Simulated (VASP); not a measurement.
# SrO (P6_3mc) in VASP: single point with PBE

Aim: the single point of SrO with PBE.

All numbers are computed with VASP 6.6.1; they aren't measurements. Logs are shortened: lines on timing, memory, paths and dates and some standing lists are left out, and cuts for length are marked.

**1. The cell of the first run**

Symmetry: P6_3mc, No. 186, hexagonal system. Conventional cell: a = 4.275 Å, b = 4.275 Å, c = 5.156 Å, α = 90.00°, β = 90.00°, γ = 120.00°. Within 3.3 Å of Sr (site symmetry 3m) lie 5 O at 2.47 to 2.58 Å. Within 3.3 Å of O (site symmetry 3m) lie 5 Sr at 2.47 to 2.58 Å.

**2. Single point, PBE**

INCAR

```
SYSTEM = SrO
PREC = Accurate ; ENCUT = 520
EDIFF = 1E-6 ; ISMEAR = 0
SIGMA = 0.05 ; LREAL = .FALSE.
LASPH = .TRUE. ; NELM = 80
ALGO = Normal ; ISIF = 2
LWAVE = .FALSE. ; LCHARG = .FALSE.
GGA = PE ; NBANDS = 24
```

KPOINTS

```
Automatic mesh
0
G
  12 12 8
  0 0 0
```

POSCAR

```
SrO
1.0
    4.2754662700      0.0000000000      0.0000000000
   -2.1377331300      3.7026624000      0.0000000000
    0.0000000000      0.0000000000      5.1555949900
Sr O
2 2
Direct
    0.3333333300      0.6666666700      0.9381277000
    0.6666666700      0.3333333300      0.4381277000
    0.3333333300      0.6666666700      0.4368723000
    0.6666666700      0.3333333300      0.9368723000
```

Potentials or basis: VASP PAW PBE potentials, release 64 (Sr_sv, O).

Run with:

```sh
$ cat potpaw_PBE.64/Sr_sv/POTCAR potpaw_PBE.64/O/POTCAR > POTCAR
$ mpirun -np 1 vasp_std > vasp.out
```

OUTCAR:

```text
SYSTEM = SrO
   PREC = Accurate
   ENCUT = 520
   EDIFF = 1E-6
   ISMEAR = 0
   LREAL = .FALSE.
   LASPH = .TRUE.
   NELM = 80
   ISIF = 2
   GGA = PE

 ion  position               nearest neighbor table
   1  0.333  0.667  0.938-   4 2.47   4 2.47   4 2.47   3 2.57   3 2.58   2 3.57   2 3.57   2 3.57
                             2 3.57   2 3.57   2 3.57
   2  0.667  0.333  0.438-   3 2.47   3 2.47   3 2.47   4 2.57   4 2.58   1 3.57   1 3.57   1 3.57
                             1 3.57   1 3.57   1 3.57
   3  0.333  0.667  0.437-   2 2.47   2 2.47   2 2.47   1 2.57   1 2.58
   4  0.667  0.333  0.937-   1 2.47   1 2.47   1 2.47   2 2.57   2 2.58

  LATTYP: Found a hexagonal cell.
 ALAT       =     4.2754662700
 C/A-ratio  =     1.2058556107

  Lattice vectors:

 A1 = (   4.2754662700,   0.0000000000,   0.0000000000)
 A2 = (  -2.1377331300,   3.7026624000,   0.0000000000)
 A3 = (   0.0000000000,   0.0000000000,   5.1555949900)

Analysis of symmetry for initial positions (statically):
=====================================================================
 Subroutine PRICEL returns:
 Original cell was already a primitive cell.

 Routine SETGRP: Setting up the symmetry group for a
 hexagonal supercell.

 Subroutine GETGRP returns: Found 12 space group operations
 (whereof  6 operations were pure point group operations)
 out of a pool of 24 trial point group operations.

The static configuration has the point symmetry C_3v.
 The point group associated with its full space group is C_6v.

Analysis of symmetry for dynamics (positions and initial velocities):
=====================================================================
 Subroutine PRICEL returns:
 Original cell was already a primitive cell.

 Routine SETGRP: Setting up the symmetry group for a
 hexagonal supercell.

 Subroutine GETGRP returns: Found 12 space group operations
 (whereof  6 operations were pure point group operations)
 out of a pool of 24 trial point group operations.

The dynamic configuration has the point symmetry C_3v.
 The point group associated with its full space group is C_6v.

 Subroutine INISYM returns: Found 12 space group operations
 (whereof  6 operations are pure point group operations),
 and found     1 'primitive' translations

----------------------------------------------------------------------------------------

                                     Primitive cell

  volume of cell :      81.6162

  direct lattice vectors                    reciprocal lattice vectors
     4.275466270  0.000000000  0.000000000     0.233892618  0.135037966  0.000000000
    -2.137733130  3.702662400  0.000000000     0.000000000  0.270075932  0.000000000
     0.000000000  0.000000000  5.155594990     0.000000000  0.000000000  0.193964034

  length of vectors
     4.275466270  4.275466265  5.155594990     0.270075932  0.270075932  0.193964034

  position of ions in fractional coordinates (direct lattice)
     0.333333330  0.666666670  0.938127700
     0.666666670  0.333333330  0.438127700
     0.333333330  0.666666670  0.436872300
     0.666666670  0.333333330  0.936872300

  ion indices of the primitive-cell ions
   primitive index   ion index
                 1           1
                 2           2
                 3           3
                 4           4

----------------------------------------------------------------------------------------

 KPOINTS: Automatic mesh

Automatic generation of k-mesh.
 Grid dimensions read from file:
 generate k-points for:   12   12    8

 Generating k-lattice:

  Cartesian coordinates                     Fractional coordinates (reciprocal lattice)
     0.019491052  0.011253164  0.000000000     0.083333333 -0.000000000  0.000000000
     0.000000000  0.022506328  0.000000000     0.000000000  0.083333333  0.000000000
     0.000000000  0.000000000  0.024245504     0.000000000  0.000000000  0.125000000

  Length of vectors
     0.022506328  0.022506328  0.024245504

  Shift w.r.t. Gamma in fractional coordinates (k-lattice)
     0.000000000  0.000000000  0.000000000

 Subroutine IBZKPT returns following result:
 ===========================================

 Found     95 irreducible k-points:

 Following reciprocal coordinates:
            Coordinates               Weight
  0.000000  0.000000  0.000000      1.000000
  0.083333  0.000000  0.000000      6.000000
  0.166667  0.000000  0.000000      6.000000
  0.250000  0.000000  0.000000      6.000000
  0.333333 -0.000000  0.000000      6.000000
  0.416667 -0.000000  0.000000      6.000000
[... 16 lines left out ...]
  0.250000  0.000000  0.125000     12.000000
  0.333333 -0.000000  0.125000     12.000000
 [... further k-points ...]
   k-points           NKPTS =     95   k-points in BZ     NKDIM =     95   number of bands    NBANDS=     24
   number of dos      NEDOS =    301   number of ions     NIONS =      4
   total plane-waves  NPLWV =  40960
   dimension x,y,z NGX =    32 NGY =   32 NGZ =   40
   dimension x,y,z NGXF=    64 NGYF=   64 NGZF=   80
   ions per type =               2   2
   NGX,Y,Z   is equivalent  to a cutoff of  12.44, 12.44, 12.90 a.u.
   NGXF,Y,Z  is equivalent  to a cutoff of  24.89, 24.89, 25.80 a.u.
 SYSTEM =  SrO
   PREC   = accura    normal or accurate (medium, high low for compatibility)
   ISTART =      0    job   : 0-new  1-cont  2-samecut
   ICHARG =      2    charge: 1-file 2-atom 10-const
   ISPIN  =      1    spin polarized calculation?
   LNONCOLLINEAR =      F non collinear calculations
   LSORBIT =      F    spin-orbit coupling
   LASPH  =      T    aspherical Exc in radial PAW
   ENCUT  =  520.0 eV  38.22 Ry    6.18 a.u.   7.95  7.95  9.59*2*pi/ulx,y,z
   NELM   =     80;   NELMIN=  2; NELMDL= -5     # of ELM steps
   EDIFF  = 0.1E-05   stopping-criterion for ELM
   LREAL  =      F    real-space projection
   EDIFFG = 0.1E-04   stopping-criterion for IOM
   NSW    =      0    number of steps for IOM
   IBRION =     -1    ionic relax: 0-MD 1-quasi-New 2-CG
   NFREE  =      0    steps in history (QN), initial steepest desc. (CG)
   ISIF   =      2    stress and relaxation
   ISYM   =      2    0-nonsym 1-usesym 2-fastsym
   POTIM  = 0.5000    time-step for ionic-motion
   TEBEG  =    0.0;   TEEND  =   0.0 temperature during run
   PSTRESS=    0.0 pullay stress
   NELECT =      32.0000    total number of electrons
   NUPDOWN=      -1.0000    fix difference up-down
   EMIN   =  10.00;   EMAX   =-10.00  energy-range for DOS
   EFERMI =   0.00;   METHOD = LEGACY
   ISMEAR =     0;   SIGMA  =   0.05  broadening in eV -4-tet -1-fermi 0-gaus
   EFERMI_NEDOS =   21; number of points for ismear=-14 and -15
   IALGO  =     38    algorithm
   IMIX   =      4    mixing-type and parameters
     AMIX     =   0.40;   BMIX     =  1.00
     AMIX_MAG =   1.60;   BMIX_MAG =  1.00
  volume/ion in A,a.u.               =      20.40       137.69
  Fermi-wavevector in a.u.,A,eV,Ry     =   1.198209  2.264287 19.533960  1.435706
  Thomas-Fermi vector in A             =   2.334104
   LORBIT       =      0    0 simple, 1 ext, 2 COOP (PROOUT), +10 PAW based schemes
   GGA     = PE    functional components
   LHFCALC =     F    Hartree Fock is set to
   AEXX    =    0.0000 exact exchange contribution
   IVDW    =     0    specifies the selected vdW correction
   LEPSILON=     F    determine dielectric tensor
   LRPA    =     F    only Hartree local field effects (RPA)
 non-spin polarized calculation
 Gauss-broadening in eV      SIGMA  =   0.05
  energy-cutoff  :      520.00
  volume of cell :       81.62
 maximum number of plane-waves:      2226
 NGX is ok and might be reduce to    32
   NGX = 15   NGY = 15   NGZ = 19

 number of electron      32.0000007 magnetization

 Free energy of the ion-electron system (eV)
  ---------------------------------------------------
  ext. energy  EPLUGINS =         0.00000000
  ---------------------------------------------------
  free energy    TOTEN  =       -23.89888102 eV

  energy without entropy =      -23.89888102  energy(sigma->0) =      -23.89888102

 E-fermi :   0.9848     XC(G=0):  -8.9395

 val. band max:        0.7632689176   @ k =   0.0000   0.0000   0.0000
 cond. band min:       3.3904907628   @ k =   0.0000   0.0000   0.0000
 fundamental gap:      2.6272218452
 Fermi energy:         0.9847580544

 k-point     1 :       0.0000    0.0000    0.0000
  band No.  band energies     occupation
      1     -31.6575      2.00000
      2     -31.4927      2.00000
      3     -14.2719      2.00000
      4     -14.2675      2.00000
      5     -14.1821      2.00000
      6     -13.7949      2.00000
[... 16 lines left out ...]
     23       9.3152      0.00000
     24       9.6429      0.00000

 k-point     2 :       0.0833    0.0000    0.0000
  band No.  band energies     occupation
      1     -31.6539      2.00000
      2     -31.4940      2.00000
      3     -14.4532      2.00000
      4     -14.4050      2.00000
      5     -14.1723      2.00000
      6     -13.8049      2.00000
[... 16 lines left out ...]
     23       9.1831      0.00000
     24       9.2932      0.00000

 k-point     3 :       0.1667    0.0000    0.0000
  band No.  band energies     occupation
      1     -31.6435      2.00000
      2     -31.4980      2.00000
      3     -14.7397      2.00000
      4     -14.6628      2.00000
      5     -14.1327      2.00000
      6     -13.8313      2.00000
[... 16 lines left out ...]
     23       9.2080      0.00000
     24       9.2262      0.00000
[... 514 lines left out ...]
 k-point    23 :       0.2500    0.0000    0.1250
  band No.  band energies     occupation
      1     -31.6230      2.00000
      2     -31.5094      2.00000
      3     -15.0972      2.00000
      4     -14.9939      2.00000
      5     -13.9547      2.00000
      6     -13.8516      2.00000
[... 16 lines left out ...]
     23       9.2472      0.00000
     24       9.6691      0.00000

 k-point    24 :       0.3333   -0.0000    0.1250
  band No.  band energies     occupation
      1     -31.6058      2.00000
      2     -31.5178      2.00000
      3     -15.2757      2.00000
      4     -15.1831      2.00000
      5     -13.8970      2.00000
      6     -13.8827      2.00000
[... 16 lines left out ...]
     23       9.4113      0.00000
     24       9.5680      0.00000

 [... further k-points ...]
[... 5 lines left out ...]
  --------------------------------------------------------------------------------------
  -------------------------------------------------------------------------------------
  Total        0.6357927      0.6357927      0.7961093      0.0000000      0.0000000      0.0000000
  in kB       12.4810108     12.4810107     15.6281251      0.0000000      0.0000000      0.0000000
  external PRESSURE =      13.5300489 kB  Pullay stress =       0.0000000 kB

 VOLUME and BASIS-vectors are now :
 -----------------------------------------------------------------------------
  energy-cutoff  :      520.00
  volume of cell :       81.62
      direct lattice vectors                 reciprocal lattice vectors
     4.275466270  0.000000000  0.000000000     0.233892618  0.135037966  0.000000000
    -2.137733130  3.702662400  0.000000000     0.000000000  0.270075932  0.000000000
     0.000000000  0.000000000  5.155594990     0.000000000  0.000000000  0.193964034

 POSITION                                       TOTAL-FORCE (eV/Angst)
 -----------------------------------------------------------------------------------
     -0.00000      2.46844      4.83661         0.000000     -0.000000     -0.014074
      2.13773      1.23422      2.25881         0.000000     -0.000000     -0.014074
     -0.00000      2.46844      2.25234         0.000000     -0.000000      0.014074
      2.13773      1.23422      4.83013        -0.000000      0.000000      0.014074
 -----------------------------------------------------------------------------------
    total drift:                               -0.000030      0.000017      0.000355

  FREE ENERGIE OF THE ION-ELECTRON SYSTEM (eV)
  ---------------------------------------------------
  free  energy   TOTEN  =       -23.8988810175 eV

  energy  without entropy=      -23.8988810175  energy(sigma->0) =      -23.89888102
```

It used 310 s of CPU time on 1 thread of AMD EPYC 7R13 Processor (Zen 3) (shared host).

What came out:

| Quantity | Value |
| --- | --- |
| Free energy | -23.8989 eV |
| Pressure | 1.4 GPa |
| Largest force | 0.014 eV/Å |
| Band gap on the k mesh | 2.63 eV, direct |

Forces on the atoms (eV/Å):
```
Sr   0.000  0.000 -0.014
Sr   0.000  0.000 -0.014
O    0.000  0.000  0.014
O    0.000  0.000  0.014
```

Levels at points of the mesh, in eV from the valence-band top:
```csv
k point,band 13,band 14,band 15,band 16,band 17,band 18,band 19,band 20
"(0.00, 0.00, 0.00)",-0.89,-0.89,-0.34,0.00,2.63,6.11,6.11,7.11
"(0.50, 0.00, 0.00)",-0.37,-0.36,-0.34,-0.27,4.29,4.83,5.05,7.13
"(0.00, 0.00, 0.50)",-1.09,-1.09,-1.09,-1.09,4.32,4.32,7.84,7.84
"(0.50, 0.00, 0.50)",-0.90,-0.90,-0.44,-0.44,4.92,4.92,7.38,7.38
```

A k mesh can miss the band edges. Expect the measured gap to be larger: semilocal functionals such as PBE lack the derivative discontinuity.
